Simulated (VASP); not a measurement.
# W in VASP: further runs

W is run at these levels: PBE; tasks: single point.

Everything below comes from runs of VASP 6.6.1. Logs are shortened: lines on timing, memory, paths and dates and some standing lists are left out, and cuts for length are marked.

## 1. The cell of the first run

The structure is cubic, space group Im-3m (No. 229). The conventional cell has a = 3.115 Å, b = 3.115 Å, c = 3.115 Å, α = 90.00°, β = 90.00°, γ = 90.00°. Within 3.6 Å of W (site symmetry m-3m) lie 14 W at 2.70 to 3.11 Å.

## 2. Single point, PBE (strain -0.025 along x and y, -0.025 along z)

INCAR reads:

```
PREC     = Accurate       # precision mode
ENCUT    = 500            # plane-wave cutoff, eV
EDIFF    = 1E-6           # SCF threshold, eV
ISMEAR   = 0              # smearing method
SIGMA    = 0.15           # smearing width, eV
LREAL    = False          # projectors in reciprocal space
LASPH    = True           # aspherical terms in the spheres
NELM     = 120            # most SCF steps
ALGO     = Normal         # electronic algorithm
ISIF     = 2              # what is computed and relaxed
LWAVE    = False          # write WAVECAR
LCHARG   = False          # write CHGCAR
GGA      = PE             # functional
NBANDS   = 13             # bands
GGA_COMPAT= False
```

KPOINTS reads:

```
Automatic mesh
0
Gamma
  20 20 20
```

POSCAR reads:

```
W
1.0
   -1.5573675000      1.5573675000      1.5573675000
    1.5573675000     -1.5573675000      1.5573675000
    1.5573675000      1.5573675000     -1.5573675000
W
1
Direct
    0.0000000000      0.0000000000      0.0000000000
```

Potentials or basis: VASP PAW PBE potentials, release 64 (W_sv).

Launch:

```bash
cat potpaw_PBE.64/W_sv/POTCAR > POTCAR
mpirun -np 1 vasp_std > vasp.out
```

OUTCAR:

```text
PREC = Accurate
   ENCUT = 500
   EDIFF = 1E-6
   ISMEAR = 0
   LREAL = False
   LASPH = True
   NELM = 120
   ISIF = 2
   GGA = PE

 ion  position               nearest neighbor table
   1  0.000  0.000  0.000-

  LATTYP: Found a body centered cubic cell.
 ALAT       =     3.1147350000

  Lattice vectors:

 A1 = (  -1.5573675000,   1.5573675000,   1.5573675000)
 A2 = (   1.5573675000,  -1.5573675000,   1.5573675000)
 A3 = (   1.5573675000,   1.5573675000,  -1.5573675000)

Analysis of symmetry for initial positions (statically):
=====================================================================
 Subroutine PRICEL returns:
 Original cell was already a primitive cell.

 Routine SETGRP: Setting up the symmetry group for a
 body centered cubic supercell.

 Subroutine GETGRP returns: Found 48 space group operations
 (whereof 48 operations were pure point group operations)
 out of a pool of 48 trial point group operations.

The static configuration has the point symmetry O_h .

Analysis of symmetry for dynamics (positions and initial velocities):
=====================================================================
 Subroutine PRICEL returns:
 Original cell was already a primitive cell.

 Routine SETGRP: Setting up the symmetry group for a
 body centered cubic supercell.

 Subroutine GETGRP returns: Found 48 space group operations
 (whereof 48 operations were pure point group operations)
 out of a pool of 48 trial point group operations.

The dynamic configuration has the point symmetry O_h .

 Subroutine INISYM returns: Found 48 space group operations
 (whereof 48 operations are pure point group operations),
 and found     1 'primitive' translations

----------------------------------------------------------------------------------------

                                     Primitive cell

  volume of cell :      15.1089

  direct lattice vectors                    reciprocal lattice vectors
    -1.557367500  1.557367500  1.557367500     0.000000000  0.321054600  0.321054600
     1.557367500 -1.557367500  1.557367500     0.321054600  0.000000000  0.321054600
     1.557367500  1.557367500 -1.557367500     0.321054600  0.321054600  0.000000000

  length of vectors
     2.697439636  2.697439636  2.697439636     0.454039770  0.454039770  0.454039770

  position of ions in fractional coordinates (direct lattice)
     0.000000000  0.000000000  0.000000000

  ion indices of the primitive-cell ions
   primitive index   ion index
                 1           1

----------------------------------------------------------------------------------------

 KPOINTS: Automatic mesh

Automatic generation of k-mesh.
 Grid dimensions read from file:
 generate k-points for:   20   20   20

 Generating k-lattice:

  Cartesian coordinates                     Fractional coordinates (reciprocal lattice)
     0.000000000  0.016052730  0.016052730     0.050000000  0.000000000  0.000000000
     0.016052730  0.000000000  0.016052730     0.000000000  0.050000000  0.000000000
     0.016052730  0.016052730  0.000000000     0.000000000  0.000000000  0.050000000

  Length of vectors
     0.022701988  0.022701988  0.022701988

  Shift w.r.t. Gamma in fractional coordinates (k-lattice)
     0.000000000  0.000000000  0.000000000

 Subroutine IBZKPT returns following result:
 ===========================================

 Found    256 irreducible k-points:

 Following reciprocal coordinates:
            Coordinates               Weight
  0.000000  0.000000  0.000000      1.000000
  0.050000  0.000000  0.000000     12.000000
  0.100000  0.000000  0.000000     12.000000
  0.150000  0.000000  0.000000     12.000000
  0.200000  0.000000  0.000000     12.000000
  0.250000  0.000000  0.000000     12.000000
[... 16 lines left out ...]
  0.200000  0.100000  0.000000     48.000000
  0.250000  0.100000  0.000000     48.000000
 [... further k-points ...]
   k-points           NKPTS =    256   k-points in BZ     NKDIM =    256   number of bands    NBANDS=     13
   number of dos      NEDOS =    301   number of ions     NIONS =      1
   total plane-waves  NPLWV =   8000
   dimension x,y,z NGX =    20 NGY =   20 NGZ =   20
   dimension x,y,z NGXF=    40 NGYF=   40 NGZF=   40
   ions per type =               1
   NGX,Y,Z   is equivalent  to a cutoff of  12.33, 12.33, 12.33 a.u.
   NGXF,Y,Z  is equivalent  to a cutoff of  24.65, 24.65, 24.65 a.u.
 SYSTEM =  unknown system
   PREC   = accura    normal or accurate (medium, high low for compatibility)
   ISTART =      0    job   : 0-new  1-cont  2-samecut
   ICHARG =      2    charge: 1-file 2-atom 10-const
   ISPIN  =      1    spin polarized calculation?
   LNONCOLLINEAR =      F non collinear calculations
   LSORBIT =      F    spin-orbit coupling
   LASPH  =      T    aspherical Exc in radial PAW
   ENCUT  =  500.0 eV  36.75 Ry    6.06 a.u.   4.92  4.92  4.92*2*pi/ulx,y,z
   NELM   =    120;   NELMIN=  2; NELMDL= -5     # of ELM steps
   EDIFF  = 0.1E-05   stopping-criterion for ELM
   LREAL  =      F    real-space projection
   EDIFFG = 0.1E-04   stopping-criterion for IOM
   NSW    =      0    number of steps for IOM
   IBRION =     -1    ionic relax: 0-MD 1-quasi-New 2-CG
   NFREE  =      0    steps in history (QN), initial steepest desc. (CG)
   ISIF   =      2    stress and relaxation
   ISYM   =      2    0-nonsym 1-usesym 2-fastsym
   POTIM  = 0.5000    time-step for ionic-motion
   TEBEG  =    0.0;   TEEND  =   0.0 temperature during run
   PSTRESS=    0.0 pullay stress
   NELECT =      14.0000    total number of electrons
   NUPDOWN=      -1.0000    fix difference up-down
   EMIN   =  10.00;   EMAX   =-10.00  energy-range for DOS
   EFERMI =   0.00;   METHOD = LEGACY
   ISMEAR =     0;   SIGMA  =   0.15  broadening in eV -4-tet -1-fermi 0-gaus
   EFERMI_NEDOS =   21; number of points for ismear=-14 and -15
   IALGO  =     38    algorithm
   IMIX   =      4    mixing-type and parameters
     AMIX     =   0.40;   BMIX     =  1.00
     AMIX_MAG =   1.60;   BMIX_MAG =  1.00
  volume/ion in A,a.u.               =      15.11       101.96
  Fermi-wavevector in a.u.,A,eV,Ry     =   1.596025  3.016050 34.658071  2.547296
  Thomas-Fermi vector in A             =   2.693852
   LORBIT       =      0    0 simple, 1 ext, 2 COOP (PROOUT), +10 PAW based schemes
   GGA     = PE    functional components
   LHFCALC =     F    Hartree Fock is set to
   AEXX    =    0.0000 exact exchange contribution
   IVDW    =     0    specifies the selected vdW correction
   LEPSILON=     F    determine dielectric tensor
   LRPA    =     F    only Hartree local field effects (RPA)
 non-spin polarized calculation
 Gauss-broadening in eV      SIGMA  =   0.15
  energy-cutoff  :      500.00
  volume of cell :       15.11
 maximum number of plane-waves:       398
   NGX =  9   NGY =  9   NGZ =  9

 number of electron      14.0000002 magnetization

 Free energy of the ion-electron system (eV)
  ---------------------------------------------------
  ext. energy  EPLUGINS =         0.00000000
  ---------------------------------------------------
  free energy    TOTEN  =       -12.88650091 eV

  energy without entropy =      -12.88276115  energy(sigma->0) =      -12.88463103

 E-fermi :  12.2030     XC(G=0): -13.9158

 val. band max:       12.1977460367   @ k =   0.5000   0.5000   0.2000
 cond. band min:      12.2134078776   @ k =   0.4000   0.0500   0.0500
 fundamental gap:      0.0156618409
 Fermi energy:        12.2029638835

 k-point     1 :       0.0000    0.0000    0.0000
  band No.  band energies     occupation
      1     -61.9779      2.00000
      2     -25.4611      2.00000
      3     -25.4611      2.00000
      4     -25.4611      2.00000
      5       2.2519      2.00000
      6      10.8359      2.00000
      7      10.8359      2.00000
      8      10.8359      2.00000
      9      14.5258      0.00000
     10      14.5258      0.00000
     11      26.7754      0.00000
     12      26.7754      0.00000
     13      26.7754      0.00000

 k-point     2 :       0.0500    0.0000    0.0000
  band No.  band energies     occupation
      1     -61.9738      2.00000
      2     -25.5014      2.00000
      3     -25.4734      2.00000
      4     -25.4613      2.00000
      5       2.3812      2.00000
      6      10.7555      2.00000
      7      10.8184      2.00000
      8      10.9607      2.00000
      9      14.3912      0.00000
     10      14.5255      0.00000
     11      26.8899      0.00000
     12      26.9940      0.00000
     13      27.1093      0.00000

 k-point     3 :       0.1000    0.0000    0.0000
  band No.  band energies     occupation
      1     -61.9622      2.00000
      2     -25.6174      2.00000
      3     -25.5093      2.00000
      4     -25.4620      2.00000
      5       2.7563      2.00000
      6      10.5302      2.00000
      7      10.7460      2.00000
      8      11.3319      2.00000
      9      14.0864      0.00000
     10      14.5304      0.00000
     11      27.1929      0.00000
     12      27.6325      0.00000
     13      27.9935      0.00000
[... 305 lines left out ...]
 k-point    23 :       0.2000    0.1000    0.0000
  band No.  band energies     occupation
      1     -61.8873      2.00000
      2     -26.2908      2.00000
      3     -25.7144      2.00000
      4     -25.5169      2.00000
      5       5.0898      2.00000
      6       9.4368      2.00000
      7       9.8386      2.00000
      8      13.5038      0.00000
      9      14.3353      0.00000
     10      15.0582      0.00000
     11      27.5524      0.00000
     12      29.1543      0.00000
     13      31.0611      0.00000

 k-point    24 :       0.2500    0.1000    0.0000
  band No.  band energies     occupation
      1     -61.8629      2.00000
      2     -26.4912      2.00000
      3     -25.8007      2.00000
      4     -25.5209      2.00000
      5       5.6584      2.00000
      6       9.0930      2.00000
      7       9.9274      2.00000
      8      13.7383      0.00000
      9      15.2020      0.00000
     10      15.5443      0.00000
     11      26.4939      0.00000
     12      28.2767      0.00000
     13      32.2869      0.00000

 [... further k-points ...]

------------------------ aborting loop because EDIFF is reached ----------------------------------------

  FORCE on cell =-STRESS in cart. coord.  units (eV):
  Direction    XX          YY          ZZ          XY          YZ          ZX
  --------------------------------------------------------------------------------------
  -------------------------------------------------------------------------------------
  Total        2.2335659      2.2335659      2.2335659      0.0000000     -0.0000000      0.0000000
  in kB      236.8514437    236.8514437    236.8514437      0.0000000     -0.0000000      0.0000000
  external PRESSURE =     236.8514437 kB  Pullay stress =       0.0000000 kB

 VOLUME and BASIS-vectors are now :
 -----------------------------------------------------------------------------
  energy-cutoff  :      500.00
  volume of cell :       15.11
      direct lattice vectors                 reciprocal lattice vectors
    -1.557367500  1.557367500  1.557367500     0.000000000  0.321054600  0.321054600
     1.557367500 -1.557367500  1.557367500     0.321054600  0.000000000  0.321054600
     1.557367500  1.557367500 -1.557367500     0.321054600  0.321054600  0.000000000

 POSITION                                       TOTAL-FORCE (eV/Angst)
 -----------------------------------------------------------------------------------
      0.00000      0.00000      0.00000         0.000000      0.000000      0.000000
 -----------------------------------------------------------------------------------
    total drift:                                0.000000     -0.000000      0.000000

  FREE ENERGIE OF THE ION-ELECTRON SYSTEM (eV)
  ---------------------------------------------------
  free  energy   TOTEN  =       -12.8865009084 eV

  energy  without entropy=      -12.8827611526  energy(sigma->0) =      -12.88463103
```

Wall time 36 s (1 thread of Intel Xeon Platinum 8259CL at 2.50GHz (Skylake/Cascade Lake), shared host); peak memory 0.16 GiB.

What came out:

```
Free energy            : -12.8865 eV
Pressure               : 23.7 GPa
Band gap on the k mesh : zero (band 7 reaches 17.67 eV, above the bottom of band 8 at 10.84 eV)
```

Caveat: the cell differs from its parent crystal (strain -0.025 along x and y, -0.025 along z); spin-orbit coupling is left out, which moves the levels of the heavy elements.

## 3. Single point, PBE (strain +0.050 along x and y, +0.050 along z)

INCAR reads:

```
PREC = Accurate ; ENCUT = 500
EDIFF = 1E-6 ; ISMEAR = 0
SIGMA = 0.15 ; LREAL = False
LASPH = True ; NELM = 120
ALGO = Normal ; ISIF = 2
LWAVE = False ; LCHARG = False
GGA = PE ; NBANDS = 13
GGA_COMPAT = False
```

KPOINTS is that of step 2.

POSCAR reads:

```
W
1.0
   -1.6771650000      1.6771650000      1.6771650000
    1.6771650000     -1.6771650000      1.6771650000
    1.6771650000      1.6771650000     -1.6771650000
W
1
Direct
    0.0000000000      0.0000000000      0.0000000000
```

Potentials or basis: VASP PAW PBE potentials, release 64 (W_sv).

Launch:

```bash
cat potpaw_PBE.64/W_sv/POTCAR > POTCAR
mpirun -np 1 vasp_std > vasp.out
```

OUTCAR:

```text
PREC = Accurate
   ENCUT = 500
   EDIFF = 1E-6
   ISMEAR = 0
   LREAL = False
   LASPH = True
   NELM = 120
   ISIF = 2
   GGA = PE

 ion  position               nearest neighbor table
   1  0.000  0.000  0.000-

  LATTYP: Found a body centered cubic cell.
 ALAT       =     3.3543300000

  Lattice vectors:

 A1 = (  -1.6771650000,   1.6771650000,   1.6771650000)
 A2 = (   1.6771650000,  -1.6771650000,   1.6771650000)
 A3 = (   1.6771650000,   1.6771650000,  -1.6771650000)

Analysis of symmetry for initial positions (statically):
=====================================================================
 Subroutine PRICEL returns:
 Original cell was already a primitive cell.

 Routine SETGRP: Setting up the symmetry group for a
 body centered cubic supercell.

 Subroutine GETGRP returns: Found 48 space group operations
 (whereof 48 operations were pure point group operations)
 out of a pool of 48 trial point group operations.

The static configuration has the point symmetry O_h .

Analysis of symmetry for dynamics (positions and initial velocities):
=====================================================================
 Subroutine PRICEL returns:
 Original cell was already a primitive cell.

 Routine SETGRP: Setting up the symmetry group for a
 body centered cubic supercell.

 Subroutine GETGRP returns: Found 48 space group operations
 (whereof 48 operations were pure point group operations)
 out of a pool of 48 trial point group operations.

The dynamic configuration has the point symmetry O_h .

 Subroutine INISYM returns: Found 48 space group operations
 (whereof 48 operations are pure point group operations),
 and found     1 'primitive' translations

----------------------------------------------------------------------------------------

                                     Primitive cell

  volume of cell :      18.8707

[... 111 lines left out ...]
   GGA     = PE    functional components
   LHFCALC =     F    Hartree Fock is set to
   AEXX    =    0.0000 exact exchange contribution
   IVDW    =     0    specifies the selected vdW correction
   LEPSILON=     F    determine dielectric tensor
   LRPA    =     F    only Hartree local field effects (RPA)
 non-spin polarized calculation
 Gauss-broadening in eV      SIGMA  =   0.15
  energy-cutoff  :      500.00
  volume of cell :       18.87
 maximum number of plane-waves:       490
 NGX is ok and might be reduce to    24
   NGX = 11   NGY = 11   NGZ = 11

 number of electron      13.9999999 magnetization

 Free energy of the ion-electron system (eV)
  ---------------------------------------------------
  ext. energy  EPLUGINS =         0.00000000
  ---------------------------------------------------
  free energy    TOTEN  =       -12.63212527 eV

  energy without entropy =      -12.62778097  energy(sigma->0) =      -12.62995312

 E-fermi :   9.0959     XC(G=0): -12.6809

 val. band max:        9.0802958853   @ k =   0.4500   0.0500   0.0000
 cond. band min:       9.1438824735   @ k =  -0.2500   0.3500   0.1500
 fundamental gap:      0.0635865882
 Fermi energy:         9.0958590985

 k-point     1 :       0.0000    0.0000    0.0000
  band No.  band energies     occupation
      1     -65.3681      2.00000
      2     -29.1189      2.00000
      3     -29.1189      2.00000
      4     -29.1189      2.00000
      5       0.4327      2.00000
      6       8.0982      2.00000
      7       8.0982      2.00000
      8       8.0982      2.00000
      9      10.9282      0.00000
     10      10.9282      0.00000
     11      23.1700      0.00000
     12      23.1700      0.00000
     13      23.1700      0.00000
[... 354 lines left out ...]
  band No.  band energies     occupation
      1     -65.3263      2.00000
      2     -29.5997      2.00000
      3     -29.2824      2.00000
      4     -29.1443      2.00000
      5       3.3902      2.00000
      6       6.8230      2.00000
      7       7.2986      2.00000
      8      10.3315      0.00000
      9      11.3465      0.00000
     10      11.5606      0.00000
     11      21.4699      0.00000
     12      22.7200      0.00000
     13      26.3283      0.00000

 [... further k-points ...]

------------------------ aborting loop because EDIFF is reached ----------------------------------------

  FORCE on cell =-STRESS in cart. coord.  units (eV):
  Direction    XX          YY          ZZ          XY          YZ          ZX
  --------------------------------------------------------------------------------------
  -------------------------------------------------------------------------------------
  Total       -3.9929237     -3.9929237     -3.9929237     -0.0000000     -0.0000000      0.0000000
  in kB     -339.0113400   -339.0113400   -339.0113400     -0.0000000     -0.0000000      0.0000000
  external PRESSURE =    -339.0113400 kB  Pullay stress =       0.0000000 kB

 VOLUME and BASIS-vectors are now :
 -----------------------------------------------------------------------------
  energy-cutoff  :      500.00
  volume of cell :       18.87
      direct lattice vectors                 reciprocal lattice vectors
    -1.677165000  1.677165000  1.677165000     0.000000000  0.298122129  0.298122129
     1.677165000 -1.677165000  1.677165000     0.298122129  0.000000000  0.298122129
     1.677165000  1.677165000 -1.677165000     0.298122129  0.298122129  0.000000000

 POSITION                                       TOTAL-FORCE (eV/Angst)
 -----------------------------------------------------------------------------------
      0.00000      0.00000      0.00000         0.000000     -0.000000      0.000000
 -----------------------------------------------------------------------------------
    total drift:                                0.000000      0.000000     -0.000000

  FREE ENERGIE OF THE ION-ELECTRON SYSTEM (eV)
  ---------------------------------------------------
  free  energy   TOTEN  =       -12.6321252702 eV

  energy  without entropy=      -12.6277809682  energy(sigma->0) =      -12.62995312
```

stdout:

```text
POSCAR found type information on POSCAR W
 POSCAR found :  1 types and       1 ions
 scaLAPACK will be used
 LDA part: xc-table for (Slater+PW92), standard interpolation
 POSCAR, INCAR and KPOINTS ok, starting setup
 FFT: planning ... GRIDC
 FFT: planning ... GRID_SOFT
 FFT: planning ... GRID
 WAVECAR not read
 entering main loop
```

Wall time 35 s (1 thread of Intel Xeon Platinum 8259CL at 2.50GHz (Skylake/Cascade Lake), shared host); peak memory 0.18 GiB.

Results:

| Item | Value |
| --- | --- |
| Free energy | -12.6321 eV |
| Pressure | -33.9 GPa |
| Band gap on the k mesh | zero (band 7 reaches 13.08 eV, above the bottom of band 8 at 8.10 eV) |

Caveat: the cell differs from its parent crystal (strain +0.050 along x and y, +0.050 along z); spin-orbit coupling is left out, which moves the levels of the heavy elements.

(Continued in part 2 of 2.)
